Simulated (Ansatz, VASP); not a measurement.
**Two plane-wave programs on SnSe**

File INCAR:

```
  PREC = Accurate
  ENCUT = 520
  EDIFF = 1E-7
  ISMEAR = 0
  SIGMA = 0.05
  LREAL = False
  LASPH = True
  NELM = 60
  ALGO = Normal
  ISIF = 2
  LWAVE = False
  LCHARG = False
  NBANDS = 17
```

KPOINTS

```
Automatic mesh
0
Gamma
  8 8 8
```

Contents of POSCAR:

```
SnSe
1.0
    0.0000000000      3.0100000000      3.0100000000
    3.0100000000      0.0000000000      3.0100000000
    3.0100000000      3.0100000000      0.0000000000
Sn Se
1 1
Direct
   -0.0029364900      0.0000000000      0.0000000000
    0.5000000000      0.5000000000      0.5000000000
```

Input for Ansatz:

```yaml
crystal:
  lattice:
    - [0.0, 3.01, 3.01]
    - [3.01, 0.0, 3.01]
    - [3.01, 3.01, 0.0]
  atoms:
    - { symbol: Sn, position: [-0.00293649, 0.0, 0.0] }
    - { symbol: Se, position: [0.5, 0.5, 0.5] }
basis:
  ecutwfc: 420
kpoints:
  mp_grid: { grid: [8, 8, 8] }
hamiltonian:
  xc: lda
scf:
  occupations: { method: gaussian, width: 0.05 }
output:
  forces: true
  stress: true
  eigenvalues: true
```

Change from the starting cell: all Sn atoms moved +0.013 Å, as atom 1 towards its neighbour atom 1 (Sn) at 4.257 Å.

Alike in both runs: task single point; functional LDA; k mesh 8 × 8 × 8; occupations gaussian, width 0.05 eV; no spin polarisation.

|  | VASP | Ansatz |
| --- | --- | --- |
| version | VASP 6.6.1 | Ansatz 0.2.0 |
| potentials or method | VASP PAW LDA potentials, release 64 (Sn_d, Se), cutoff 520 eV | scalar-relativistic, plane waves, PAW |
| valence electrons in the cell | 20 | 30 |

|  | VASP | Ansatz | Ansatz less VASP |
| --- | --- | --- | --- |
| gap on the k mesh at the Fermi level (eV) | 0.63 | 0.61 | -0.019 |
| least direct gap on the mesh (eV) | 0.63 | 0.61 | -0.019 |
| pressure (GPa) | -3.3 | -3.4 | -0.07 |

LDA's correlation is that of Perdew and Zunger in VASP and of Perdew and Wang (1992) in Ansatz. VASP's potentials hold 20 valence electrons a cell and Ansatz's 30, so a difference there can come from the potentials and not from the codes.
